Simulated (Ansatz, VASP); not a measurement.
## KTaO3 in VASP and in Ansatz

```xyz
5
Lattice="3.9081 0.0000 0.0000 0.0000 3.9081 0.0000 0.0000 0.0000 3.9081" Properties=species:S:1:pos:R:3 pbc="T T T"
K     1.9541    1.9541    1.9541
Ta    0.0000    0.0000    0.0000
O     1.9541    0.0000    0.0000
O     0.0000    1.9541    0.0000
O     0.0000    0.0000    1.9541
```

Alike in both runs: functional r2SCAN; k mesh 8 × 8 × 8; occupations fermi-dirac, width 0.02 eV; no spin polarisation.

Ansatz relaxed the structure, and its values are those at the end. VASP's run is a single point on that final structure, the one shown.

|  | VASP | Ansatz |
| --- | --- | --- |
| version | VASP 6.6.1 | Ansatz 0.2.0 |
| potentials or method | VASP PAW PBE potentials, release 64 (K_sv, Ta_pv, O), cutoff 520 eV | PAW plane waves |
| valence electrons in the cell | 38 | 40 |

VASP gave:

| Quantity | Value |
| --- | --- |
| gap on the k mesh at the Fermi level (eV) | 2.75 |
| pressure (GPa) | 16.2 |

**Question.** Estimate Ansatz's values.

**Answer.** gap on the k mesh at the Fermi level (eV): 2.80; pressure (GPa): 14.8.

VASP's potentials were made for PBE, not for r2SCAN. The functional is the same, so the differences come from potentials, cutoffs and numerics. VASP's potentials hold 38 valence electrons a cell and Ansatz's 40, so a difference there can come from the potentials and not from the codes. Ansatz's warnings: stress scf threshold loose.

Spin-orbit coupling is off throughout.
